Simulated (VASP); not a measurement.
# Na2S (Fm-3m) in VASP: single point with PBE0

Aim: the single point of Na2S with PBE0.

Program: VASP 6.6.1. These are calculated values, not measurements. Logs are shortened: lines on timing, memory, paths and dates and some standing lists are left out, and cuts for length are marked.

### 1 The cell of the first run

The structure is cubic, space group Fm-3m (No. 225). The conventional cell has a = 6.512 Å, b = 6.512 Å, c = 6.512 Å, α = 90.00°, β = 90.00°, γ = 90.00°. Na (site symmetry -43m) has 4 S at 2.82 Å and 6 Na at 3.26 Å within 3.7 Å. S (site symmetry m-3m) has 8 Na at 2.82 Å within 3.7 Å.

### 2 Single point, PBE0

The input, POSCAR:

```
Na2S
1.0
    0.0000000000      3.2559887700      3.2559887700
    3.2559887700      0.0000000000      3.2559887700
    3.2559887700      3.2559887700      0.0000000000
Na S
2 1
Direct
    0.2500000000      0.2500000000      0.2500000000
    0.7500000000      0.7500000000      0.7500000000
    0.0000000000      0.0000000000      0.0000000000
```

The input, INCAR.step1:

```
PREC = Accurate
ENCUT = 400
EDIFF = 1E-5
ISMEAR = -1
SIGMA = 0.02
LREAL = False
LASPH = True
NELM = 120
ALGO = Normal
ISIF = 2
LWAVE = True
LCHARG = False
GGA = PE
NBANDS = 17
GGA_COMPAT = False
```

The input, INCAR.step2:

```
PREC = Accurate
ENCUT = 400
EDIFF = 1E-6
ISMEAR = -1
SIGMA = 0.02
LREAL = False
LASPH = True
NELM = 120
ALGO = Normal
ISIF = 2
LWAVE = False
LCHARG = False
GGA = PE
LHFCALC = True
AEXX = 0.25
PRECFOCK = Normal
ISTART = 1
NBANDS = 17
GGA_COMPAT = False
```

The input, KPOINTS:

```
regular mesh
0
Gamma
  6 6 6
```

Potentials or basis: VASP PAW PBE potentials, release 64 (Na_pv, S).

On the command line:

```
$ cat potpaw_PBE.64/Na_pv/POTCAR potpaw_PBE.64/S/POTCAR > POTCAR
$ cp INCAR.step1 INCAR
$ mpirun -np 1 vasp_std > vasp.out
$ cp INCAR.step2 INCAR
$ mpirun -np 1 vasp_std > vasp.out
```

OUTCAR:

```text
PREC = Accurate
   ENCUT = 400
   EDIFF = 1E-6
   ISMEAR = -1
   LREAL = False
   LASPH = True
   NELM = 120
   ISIF = 2
   GGA = PE
   LHFCALC = True
   AEXX = 0.25
   PRECFOCK = Normal
   ISTART = 1

 ion  position               nearest neighbor table
   1  0.250  0.250  0.250-
   2  0.750  0.750  0.750-
   3  0.000  0.000  0.000-

  LATTYP: Found a face centered cubic cell.
 ALAT       =     6.5119775400

  Lattice vectors:

 A1 = (   0.0000000000,   3.2559887700,   3.2559887700)
 A2 = (   3.2559887700,   0.0000000000,   3.2559887700)
 A3 = (   3.2559887700,   3.2559887700,   0.0000000000)

Analysis of symmetry for initial positions (statically):
=====================================================================
 Subroutine PRICEL returns:
 Original cell was already a primitive cell.

 Routine SETGRP: Setting up the symmetry group for a
 face centered cubic supercell.

 Subroutine GETGRP returns: Found 48 space group operations
 (whereof 48 operations were pure point group operations)
 out of a pool of 48 trial point group operations.

The static configuration has the point symmetry O_h .

Analysis of symmetry for dynamics (positions and initial velocities):
=====================================================================
 Subroutine PRICEL returns:
 Original cell was already a primitive cell.

 Routine SETGRP: Setting up the symmetry group for a
 face centered cubic supercell.

 Subroutine GETGRP returns: Found 48 space group operations
 (whereof 48 operations were pure point group operations)
 out of a pool of 48 trial point group operations.

The dynamic configuration has the point symmetry O_h .

 Subroutine INISYM returns: Found 48 space group operations
 (whereof 48 operations are pure point group operations),
 and found     1 'primitive' translations

----------------------------------------------------------------------------------------

                                     Primitive cell

  volume of cell :      69.0365

  direct lattice vectors                    reciprocal lattice vectors
     0.000000000  3.255988770  3.255988770    -0.153563183  0.153563183  0.153563183
[... 80 lines left out ...]
   LREAL  =      F    real-space projection
   EDIFFG = 0.1E-04   stopping-criterion for IOM
   NSW    =      0    number of steps for IOM
   IBRION =     -1    ionic relax: 0-MD 1-quasi-New 2-CG
   NFREE  =      0    steps in history (QN), initial steepest desc. (CG)
   ISIF   =      2    stress and relaxation
   ISYM   =      3    0-nonsym 1-usesym 2-fastsym
   POTIM  = 0.5000    time-step for ionic-motion
   TEBEG  =    0.0;   TEEND  =   0.0 temperature during run
   PSTRESS=    0.0 pullay stress
   NELECT =      20.0000    total number of electrons
   NUPDOWN=      -1.0000    fix difference up-down
   EMIN   =  10.00;   EMAX   =-10.00  energy-range for DOS
   EFERMI =   0.00;   METHOD = LEGACY
   ISMEAR =    -1;   SIGMA  =   0.02  broadening in eV -4-tet -1-fermi 0-gaus
   EFERMI_NEDOS =   21; number of points for ismear=-14 and -15
   IALGO  =     38    algorithm
   IMIX   =      1    mixing-type and parameters
     AMIX     =   0.40;   BMIX     =  1.00
     AMIX_MAG =   1.60;   BMIX_MAG =  1.00
  volume/ion in A,a.u.               =      23.01       155.29
  Fermi-wavevector in a.u.,A,eV,Ry     =   1.083241  2.047030 15.965240  1.173412
  Thomas-Fermi vector in A             =   2.219303
   LORBIT       =      0    0 simple, 1 ext, 2 COOP (PROOUT), +10 PAW based schemes
   GGA     = PE    functional components
   LHFCALC =     T    Hartree Fock is set to
   PRECFOCK=normal    Normal, Fast or Accurate (Low or Medium for compatibility)
   ENCUT4O =  -1.0   cutoff for four orbital integrals eV
   NKREDX  =     1    reduce k-point grid by
   NKREDY  =     1    reduce k-point grid by
   NKREDZ  =     1    reduce k-point grid by
   AEXX    =    0.2500 exact exchange contribution
   HFSCREEN=    0.0000 screening length (either q_TF or 0.3 A-1)
   HFSCREENC=   0.0000 screening length for correlation (either q_TF or 0.3 A-1)
   ENCUTFOCK=  -1.0 apply spherical cutoff to Coloumb kernel
   IVDW    =     0    specifies the selected vdW correction
   LEPSILON=     F    determine dielectric tensor
   LRPA    =     F    only Hartree local field effects (RPA)
 non-spin polarized calculation
  energy-cutoff  :      400.00
  volume of cell :       69.04
 maximum number of plane-waves:      1278
  NGX = 24; NGY = 24; NGZ = 24

 number of electron      19.9999975 magnetization

 Free energy of the ion-electron system (eV)
  ---------------------------------------------------
  ext. energy  EPLUGINS =         0.00000000
  ---------------------------------------------------
  free energy    TOTEN  =       -12.40128113 eV

  energy without entropy =      -12.40128113  energy(sigma->0) =      -12.40128113

 E-fermi :  -0.4379     XC(G=0):  -6.2053

 val. band max:       -0.8637076257   @ k =   0.0000   0.0000   0.0000
 cond. band min:       3.3291803532   @ k =   0.0000   0.0000   0.0000
 fundamental gap:      4.1928879789
 Fermi energy:        -0.4378835174

 k-point     1 :       0.0000    0.0000    0.0000
  band No.  band energies     occupation
      1     -25.4234      2.00000
      2     -25.4234      2.00000
      3     -25.4234      2.00000
      4     -25.3710      2.00000
      5     -25.3710      2.00000
      6     -25.3710      2.00000
[... 297 lines left out ...]
      4     -25.3819      2.00000
      5     -25.3622      2.00000
      6     -25.3590      2.00000
[... 9 lines left out ...]
     16      12.4864      0.00000
     17      13.3131      0.00000

------------------------ aborting loop because EDIFF is reached ----------------------------------------

  FORCE on cell =-STRESS in cart. coord.  units (eV):
  Direction    XX          YY          ZZ          XY          YZ          ZX
  --------------------------------------------------------------------------------------
  -------------------------------------------------------------------------------------
  Total       -0.0209933     -0.0209933     -0.0209933      0.0000000      0.0000000      0.0000000
  in kB       -0.4872052     -0.4872052     -0.4872052      0.0000000      0.0000000      0.0000000
  external PRESSURE =      -0.4872052 kB  Pullay stress =       0.0000000 kB

 VOLUME and BASIS-vectors are now :
 -----------------------------------------------------------------------------
  energy-cutoff  :      400.00
  volume of cell :       69.04
      direct lattice vectors                 reciprocal lattice vectors
     0.000000000  3.255988770  3.255988770    -0.153563183  0.153563183  0.153563183
     3.255988770  0.000000000  3.255988770     0.153563183 -0.153563183  0.153563183
     3.255988770  3.255988770  0.000000000     0.153563183  0.153563183 -0.153563183

 POSITION                                       TOTAL-FORCE (eV/Angst)
 -----------------------------------------------------------------------------------
      1.62799      1.62799      1.62799         0.000000      0.000000      0.000000
      4.88398      4.88398      4.88398         0.000000     -0.000000     -0.000000
      0.00000      0.00000      0.00000        -0.000000      0.000000      0.000000
 -----------------------------------------------------------------------------------
    total drift:                               -0.000000     -0.000000     -0.000000

  FREE ENERGIE OF THE ION-ELECTRON SYSTEM (eV)
  ---------------------------------------------------
  free  energy   TOTEN  =       -12.4012811316 eV

  energy  without entropy=      -12.4012811316  energy(sigma->0) =      -12.40128113
```

Run time: 41 min. Hardware: 1 thread of Intel Xeon Platinum 8259CL at 2.50GHz (Skylake/Cascade Lake), shared host; peak memory 0.19 GiB.

What came out:

```yaml
Free_energy: -12.4013 eV
Pressure: 0.0 GPa
Band_gap_on_the_k_mesh: 4.19 eV
```

Caveat: the PAW data sets were made with another functional, which shifts forces and pressure a little.
